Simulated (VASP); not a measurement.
Here is a VASP 6.6.1 calculation.

File INCAR:

```
PREC = Accurate
ENCUT = 520
EDIFF = 1E-6
ISMEAR = -1
SIGMA = 0.05
LREAL = F
LASPH = T
NELM = 60
ALGO = Normal
ISIF = 2
LWAVE = F
LCHARG = F
GGA = VW
NBANDS = 56
```

KPOINTS

```
regular mesh
0
Gamma
  5 6 5
```

POSCAR

```
HfO2
1.0
    5.1844323491      0.0000000000      0.0000000000
    0.0000000000      4.9711736599      0.0000000000
    0.0000000000      0.0000000000      4.9989076225
Hf O
4 8
Direct
    0.9669940000      0.7325208200      0.7414403500
    0.5330060000      0.7325208200      0.2414403500
    0.4669940000      0.2674791800      0.7414403500
    0.0330060000      0.2674791800      0.2414403500
    0.6321274500      0.9286454000      0.8792672600
    0.8678725500      0.9286454000      0.3792672600
    0.2339485200      0.5398830500      0.4922923900
    0.2660514800      0.5398830500      0.9922923900
    0.7660514800      0.4601169500      0.9922923900
    0.7339485200      0.4601169500      0.4922923900
    0.1321274500      0.0713546000      0.8792672600
    0.3678725500      0.0713546000      0.3792672600
```

Potentials or basis: VASP PAW PBE potentials, release 64 (Hf_pv, O).

The run is started by

```sh
$ cat potpaw_PBE.64/Hf_pv/POTCAR potpaw_PBE.64/O/POTCAR > POTCAR
$ mpirun -np 1 vasp_std > vasp.out
```

(1) Predict the band gap on the k mesh.

(2) What does it give for the largest force?

(3) Predict the pressure.

Answers

(1) 4.33 eV, indirect (least direct gap 4.54 eV).

(2) 0.128 eV/Å.

(3) -2.8 GPa.

Caveat: the PAW data sets were made with another functional, which shifts forces and pressure a little; spin-orbit coupling is left out, which moves the levels of the heavy elements.
